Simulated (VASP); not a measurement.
# BP (I-4m2) in VASP: a series of runs

Runs on BP. Level: HSE06. Tasks: single point.

Everything below comes from runs of VASP 6.6.1. Logs are shortened: lines on timing, memory, paths and dates and some standing lists are left out, and cuts for length are marked.

## 1. The cell of the first run

The structure is tetragonal, space group I-4m2 (No. 119). Conventional cell: a = 3.208 Å, b = 3.208 Å, c = 4.281 Å, α = 90.00°, β = 90.00°, γ = 90.00°. Within 2.6 Å of B (site symmetry -4m2) lie 4 P at 1.93 Å. Within 2.6 Å of P (site symmetry -4m2) lie 4 B at 1.93 Å.

## 2. Single point, HSE06 (uniaxial y strain -5.6%)

Contents of POSCAR:

```
BP
1.0
    0.0000000000      2.1403825531      2.2683155501
    2.2683155501      0.0000000000      2.2683155501
    2.2683155501      2.1403825531      0.0000000000
B P
1 1
Direct
    0.0000000000      0.0000000000      0.0000000000
    0.2500000000      0.2500000000      0.2500000000
```

Contents of INCAR.step1:

```
SYSTEM = BP
PREC = Accurate
ENCUT = 520
EDIFF = 1E-5
ISMEAR = 0
SIGMA = 0.01
LREAL = .False.
LASPH = .True.
NELM = 60
ALGO = Normal
ISIF = 2
LWAVE = .True.
GGA = PE
NBANDS = 11
```

Contents of INCAR.step2:

```
SYSTEM = BP
PREC = Accurate
ENCUT = 520
EDIFF = 1E-7
ISMEAR = 0
SIGMA = 0.01
LREAL = .False.
LASPH = .True.
NELM = 60
ALGO = Normal
ISIF = 2
LWAVE = .False.
LCHARG = .True.
GGA = PE
LHFCALC = .True.
HFSCREEN = 0.2079
PRECFOCK = Normal
LELF = .True.
LVHAR = .True.
ISTART = 1
NBANDS = 11
```

Contents of KPOINTS:

```
Automatic mesh
0
Gamma
  6 6 6
  0 0 0
```

Potentials or basis: VASP PAW PBE potentials, release 64 (B, P).

Run with:

```sh
> cat potpaw_PBE.64/B/POTCAR potpaw_PBE.64/P/POTCAR > POTCAR
> cp INCAR.step1 INCAR
> mpirun -np 1 vasp_std > vasp.out
> cp INCAR.step2 INCAR
> mpirun -np 1 vasp_std > vasp.out
```

OUTCAR:

```text
SYSTEM = BP
   PREC = Accurate
   ENCUT = 520
   EDIFF = 1E-7
   ISMEAR = 0
   LREAL = .False.
   LASPH = .True.
   NELM = 60
   ISIF = 2
   GGA = PE
   LHFCALC = .True.
   HFSCREEN = 0.2079
   PRECFOCK = Normal
   ISTART = 1

 ion  position               nearest neighbor table
   1  0.000  0.000  0.000-   2 1.93   2 1.93   2 1.93   2 1.93
   2  0.250  0.250  0.250-   1 1.93   1 1.93   1 1.93   1 1.93

  LATTYP: Found a body centered tetragonal cell.
 ALAT       =     3.2078826147
 C/A-ratio  =     1.3344519175

  Lattice vectors:

 A1 = (   0.0000000000,  -2.1403825531,   2.2683155501)
 A2 = (   0.0000000000,  -2.1403825531,  -2.2683155501)
 A3 = (   2.2683155501,   2.1403825531,   0.0000000000)

Analysis of symmetry for initial positions (statically):
=====================================================================
 Subroutine PRICEL returns:
 Original cell was already a primitive cell.

 Routine SETGRP: Setting up the symmetry group for a
 body centered tetragonal supercell.

 Subroutine GETGRP returns: Found  8 space group operations
 (whereof  8 operations were pure point group operations)
 out of a pool of 16 trial point group operations.

The static configuration has the point symmetry D_2d.

Analysis of symmetry for dynamics (positions and initial velocities):
=====================================================================
 Subroutine PRICEL returns:
 Original cell was already a primitive cell.

 Routine SETGRP: Setting up the symmetry group for a
 body centered tetragonal supercell.

 Subroutine GETGRP returns: Found  8 space group operations
 (whereof  8 operations were pure point group operations)
 out of a pool of 16 trial point group operations.

The dynamic configuration has the point symmetry D_2d.

 Subroutine INISYM returns: Found  8 space group operations
 (whereof  8 operations are pure point group operations),
 and found     1 'primitive' translations

----------------------------------------------------------------------------------------

                                     Primitive cell

  volume of cell :      22.0256

  direct lattice vectors                    reciprocal lattice vectors
     0.000000000  2.140382553  2.268315550    -0.220427885  0.233603100  0.220427885
     2.268315550  0.000000000  2.268315550     0.220427885 -0.233603100  0.220427885
     2.268315550  2.140382553  0.000000000     0.220427885  0.233603100 -0.220427885

  length of vectors
     3.118732580  3.207882615  3.118732580     0.389547576  0.389547576  0.389547576

  position of ions in fractional coordinates (direct lattice)
     0.000000000  0.000000000  0.000000000
     0.250000000  0.250000000  0.250000000

  ion indices of the primitive-cell ions
   primitive index   ion index
                 1           1
                 2           2

----------------------------------------------------------------------------------------

 KPOINTS: Automatic mesh

Automatic generation of k-mesh.
 Grid dimensions read from file:
 generate k-points for:    6    6    6

 Generating k-lattice:

  Cartesian coordinates                     Fractional coordinates (reciprocal lattice)
    -0.036737981  0.038933850  0.036737981     0.166666667  0.000000000 -0.000000000
     0.036737981 -0.038933850  0.036737981     0.000000000  0.166666667  0.000000000
     0.036737981  0.038933850 -0.036737981    -0.000000000  0.000000000  0.166666667

  Length of vectors
     0.064924596  0.064924596  0.064924596

  Shift w.r.t. Gamma in fractional coordinates (k-lattice)
     0.000000000  0.000000000  0.000000000

 Subroutine IBZKPT returns following result:
 ===========================================

 Found     30 irreducible k-points:

 Following reciprocal coordinates:
            Coordinates               Weight
  0.000000  0.000000  0.000000      1.000000
  0.166667  0.000000 -0.000000      8.000000
  0.333333  0.000000  0.000000      8.000000
  0.500000  0.000000 -0.000000      4.000000
  0.166667  0.166667  0.000000      4.000000
  0.333333  0.166667  0.000000     16.000000
[... 16 lines left out ...]
  0.333333 -0.333333  0.166667     16.000000
  0.500000 -0.333333  0.166667      4.000000
 [... further k-points ...]
   k-points           NKPTS =     30   k-points in BZ     NKDIM =    216   number of bands    NBANDS=     11
   number of dos      NEDOS =    301   number of ions     NIONS =      2
   total plane-waves  NPLWV =  13824
   dimension x,y,z NGX =    24 NGY =   24 NGZ =   24
   dimension x,y,z NGXF=    48 NGYF=   48 NGZF=   48
   ions per type =               1   1
   NGX,Y,Z   is equivalent  to a cutoff of  12.79, 12.44, 12.79 a.u.
   NGXF,Y,Z  is equivalent  to a cutoff of  25.59, 24.88, 25.59 a.u.
 SYSTEM =  BP
   PREC   = accura    normal or accurate (medium, high low for compatibility)
   ISTART =      1    job   : 0-new  1-cont  2-samecut
   ICHARG =      0    charge: 1-file 2-atom 10-const
   ISPIN  =      1    spin polarized calculation?
   LNONCOLLINEAR =      F non collinear calculations
   LSORBIT =      F    spin-orbit coupling
   LASPH  =      T    aspherical Exc in radial PAW
   ENCUT  =  520.0 eV  38.22 Ry    6.18 a.u.   5.80  5.96  5.80*2*pi/ulx,y,z
   NELM   =     60;   NELMIN=  2; NELMDL=  0     # of ELM steps
   EDIFF  = 0.1E-06   stopping-criterion for ELM
   LREAL  =      F    real-space projection
   EDIFFG = 0.1E-05   stopping-criterion for IOM
   NSW    =      0    number of steps for IOM
   IBRION =     -1    ionic relax: 0-MD 1-quasi-New 2-CG
   NFREE  =      0    steps in history (QN), initial steepest desc. (CG)
   ISIF   =      2    stress and relaxation
   ISYM   =      3    0-nonsym 1-usesym 2-fastsym
   POTIM  = 0.5000    time-step for ionic-motion
   TEBEG  =    0.0;   TEEND  =   0.0 temperature during run
   PSTRESS=    0.0 pullay stress
   NELECT =       8.0000    total number of electrons
   NUPDOWN=      -1.0000    fix difference up-down
   EMIN   =  10.00;   EMAX   =-10.00  energy-range for DOS
   EFERMI =   0.00;   METHOD = LEGACY
   ISMEAR =     0;   SIGMA  =   0.01  broadening in eV -4-tet -1-fermi 0-gaus
   EFERMI_NEDOS =   21; number of points for ismear=-14 and -15
   IALGO  =     38    algorithm
   IMIX   =      1    mixing-type and parameters
     AMIX     =   0.40;   BMIX     =  1.00
     AMIX_MAG =   1.60;   BMIX_MAG =  1.00
  volume/ion in A,a.u.               =      11.01        74.32
  Fermi-wavevector in a.u.,A,eV,Ry     =   1.168052  2.207298 18.563036  1.364345
  Thomas-Fermi vector in A             =   2.304544
   LORBIT       =      0    0 simple, 1 ext, 2 COOP (PROOUT), +10 PAW based schemes
   GGA     = PE    functional components
   LHFCALC =     T    Hartree Fock is set to
   PRECFOCK=normal    Normal, Fast or Accurate (Low or Medium for compatibility)
   ENCUT4O =  -1.0   cutoff for four orbital integrals eV
   NKREDX  =     1    reduce k-point grid by
   NKREDY  =     1    reduce k-point grid by
   NKREDZ  =     1    reduce k-point grid by
   AEXX    =    0.2500 exact exchange contribution
   HFSCREEN=    0.2079 screening length (either q_TF or 0.3 A-1)
   HFSCREENC=   0.2079 screening length for correlation (either q_TF or 0.3 A-1)
   ENCUTFOCK=  -1.0 apply spherical cutoff to Coloumb kernel
   IVDW    =     0    specifies the selected vdW correction
   LEPSILON=     F    determine dielectric tensor
   LRPA    =     F    only Hartree local field effects (RPA)
 non-spin polarized calculation
 Gauss-broadening in eV      SIGMA  =   0.01
  energy-cutoff  :      520.00
  volume of cell :       22.03
 maximum number of plane-waves:       608
  NGX = 18; NGY = 18; NGZ = 18

 number of electron       8.0000000 magnetization

 Free energy of the ion-electron system (eV)
  ---------------------------------------------------
  ext. energy  EPLUGINS =         0.00000000
  ---------------------------------------------------
  free energy    TOTEN  =       -14.75295293 eV

  energy without entropy =      -14.75295293  energy(sigma->0) =      -14.75295293

 E-fermi :   8.1715     XC(G=0):  -9.2064

 val. band max:        8.1118429798   @ k =   0.0000   0.0000   0.0000
 cond. band min:       9.2116753324   @ k =   0.5000   0.0000   0.5000
 fundamental gap:      1.0998323527
 Fermi energy:         8.1715490441

 k-point     1 :       0.0000    0.0000    0.0000
  band No.  band energies     occupation
      1      -9.9460      2.00000
      2       7.5340      2.00000
      3       7.5340      2.00000
      4       8.1118      2.00000
      5      11.9555      0.00000
      6      12.2938      0.00000
      7      12.2938      0.00000
      8      17.3303      0.00000
      9      20.5313      0.00000
     10      20.7738      0.00000
     11      22.0515      0.00000

 k-point     2 :       0.1667    0.0000   -0.0000
  band No.  band energies     occupation
      1      -9.3718      2.00000
      2       4.5314      2.00000
      3       6.7270      2.00000
      4       7.2486      2.00000
      5      12.6562      0.00000
      6      13.2162      0.00000
      7      13.3998      0.00000
      8      18.5031      0.00000
      9      19.5412      0.00000
     10      20.3507      0.00000
     11      22.2657      0.00000

 k-point     3 :       0.3333    0.0000    0.0000
  band No.  band energies     occupation
      1      -7.7237      2.00000
      2       0.0101      2.00000
      3       5.6952      2.00000
      4       6.4092      2.00000
      5      12.6211      0.00000
      6      13.4334      0.00000
      7      14.2651      0.00000
      8      19.5281      0.00000
      9      20.9611      0.00000
     10      21.3442      0.00000
     11      23.3214      0.00000

 k-point     4 :       0.5000    0.0000   -0.0000
  band No.  band energies     occupation
      1      -6.0266      2.00000
      2      -2.7352      2.00000
      3       5.3119      2.00000
      4       6.1126      2.00000
      5      12.4489      0.00000
      6      13.1377      0.00000
      7      14.2487      0.00000
      8      19.3503      0.00000
      9      23.5725      0.00000
     10      24.7810      0.00000
     11      25.0304      0.00000

 k-point     5 :       0.1667    0.1667    0.0000
  band No.  band energies     occupation
      1      -9.2081      2.00000
      2       5.4012      2.00000
      3       5.7467      2.00000
      4       6.0571      2.00000
      5      11.2416      0.00000
      6      14.4638      0.00000
      7      15.3267      0.00000
      8      15.8213      0.00000
      9      20.0732      0.00000
     10      22.3282      0.00000
     11      22.9270      0.00000
[... 211 lines left out ...]
 k-point    21 :       0.3333    0.5000    0.1667
  band No.  band energies     occupation
      1      -6.4087      2.00000
      2       0.4324      2.00000
      3       2.2913      2.00000
      4       3.7574      2.00000
      5      12.7939      0.00000
      6      14.1788      0.00000
      7      15.2742      0.00000
      8      19.5944      0.00000
      9      21.9367      0.00000
     10      22.9691      0.00000
     11      27.7030      0.00000

 k-point    22 :      -0.3333    0.5000    0.1667
  band No.  band energies     occupation
      1      -4.1138      2.00000
      2      -1.8863      2.00000
      3       1.6686      2.00000
      4       1.6993      2.00000
      5      13.0056      0.00000
      6      13.8169      0.00000
      7      19.5363      0.00000
      8      20.1461      0.00000
      9      21.9085      0.00000
     10      25.2759      0.00000
     11      25.6678      0.00000

 k-point    23 :       0.3333   -0.3333    0.1667
  band No.  band energies     occupation
      1      -4.6830      2.00000
      2      -1.5890      2.00000
      3       1.4236      2.00000
      4       3.2345      2.00000
      5      12.8408      0.00000
      6      14.3600      0.00000
      7      17.3919      0.00000
      8      18.5697      0.00000
      9      20.4016      0.00000
     10      25.0790      0.00000
     11      28.2682      0.00000

 k-point    24 :       0.5000   -0.3333    0.1667
  band No.  band energies     occupation
      1      -4.0661      2.00000
      2      -1.9005      2.00000
      3       1.8107      2.00000
      4       1.9804      2.00000
      5      12.5315      0.00000
      6      13.4055      0.00000
      7      17.8226      0.00000
      8      18.4382      0.00000
      9      23.3421      0.00000
     10      26.8043      0.00000
     11      27.2633      0.00000

 [... further k-points ...]

------------------------ aborting loop because EDIFF is reached ----------------------------------------

  FORCE on cell =-STRESS in cart. coord.  units (eV):
  Direction    XX          YY          ZZ          XY          YZ          ZX
  --------------------------------------------------------------------------------------
  -------------------------------------------------------------------------------------
  Total        0.4907312      2.6720274      0.4907312      0.0000000      0.0000000      0.0000000
  in kB       35.6965238    194.3672786     35.6965238      0.0000000      0.0000000      0.0000000
  external PRESSURE =      88.5867754 kB  Pullay stress =       0.0000000 kB

 VOLUME and BASIS-vectors are now :
 -----------------------------------------------------------------------------
  energy-cutoff  :      520.00
  volume of cell :       22.03
      direct lattice vectors                 reciprocal lattice vectors
     0.000000000  2.140382553  2.268315550    -0.220427885  0.233603100  0.220427885
     2.268315550  0.000000000  2.268315550     0.220427885 -0.233603100  0.220427885
     2.268315550  2.140382553  0.000000000     0.220427885  0.233603100 -0.220427885

 POSITION                                       TOTAL-FORCE (eV/Angst)
 -----------------------------------------------------------------------------------
      0.00000      0.00000      0.00000         0.000000      0.000000      0.000000
      1.13416      1.07019      1.13416        -0.000000     -0.000000     -0.000000
 -----------------------------------------------------------------------------------
    total drift:                                0.000000     -0.000001      0.000000

  FREE ENERGIE OF THE ION-ELECTRON SYSTEM (eV)
  ---------------------------------------------------
  free  energy   TOTEN  =       -14.7529529331 eV

  energy  without entropy=      -14.7529529331  energy(sigma->0) =      -14.75295293
```

Wall time 7.6 min (1 thread of AMD EPYC 9R45 (Zen 5), shared host); peak memory 0.21 GiB.

Results:

```
Free energy            : -14.7530 eV
Pressure               : 8.9 GPa
Band gap on the k mesh : 1.10 eV, indirect (least direct gap 3.84 eV)
```

Stress tensor (GPa, compression positive):
```
 3.57  0.00  0.00
 0.00 19.44  0.00
 0.00  0.00  3.57
```

Caveat: the cell differs from its parent crystal (uniaxial y strain -5.6%); the PAW data sets were made with another functional, which shifts forces and pressure a little.

(Continued in part 2 of 2.)
